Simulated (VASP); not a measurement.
WC, 2 atoms in the cell. The structure is hexagonal, space group P-6m2 (No. 187). The conventional cell has a = 2.898 Å, b = 2.898 Å, c = 2.828 Å, α = 90.00°, β = 90.00°, γ = 120.00°. W (site symmetry -6m2) has 6 C at 2.19 Å and 8 W at 2.83 to 2.90 Å within 2.9 Å. C (site symmetry -6m2) has 6 W at 2.19 Å and 8 C at 2.83 to 2.90 Å within 2.9 Å. 

```yaml
Program: VASP 6.6.1
Task: single point
Functional: RPBE
Potentials_or_basis: VASP PAW PBE potentials, release 64 (W_sv, C)
Cutoff: 600 eV
k_mesh: 18 × 18 × 14
Occupations: gaussian, width 0.1 eV
Spin: no spin polarisation
Dipole_correction: no
Further_INCAR_settings: ALGO = Normal; EDIFF = 1e-06; NBANDS = 16
```

Potentials or basis: VASP PAW PBE potentials, release 64 (W_sv, C).

Command:

```bash
$ cat potpaw_PBE.64/W_sv/POTCAR potpaw_PBE.64/C/POTCAR > POTCAR
$ mpirun -np 1 vasp_std > vasp.out
```

Hardware: 1 thread of Intel Xeon 8259CL, on a shared host.

Problem. How long does it take, and how much memory?

Solution. Run time: 95 s on 1 thread of Intel Xeon 8259CL, with other jobs on the host, peak memory 0.24 GiB. Counts: scf iterations 12, k points 296.
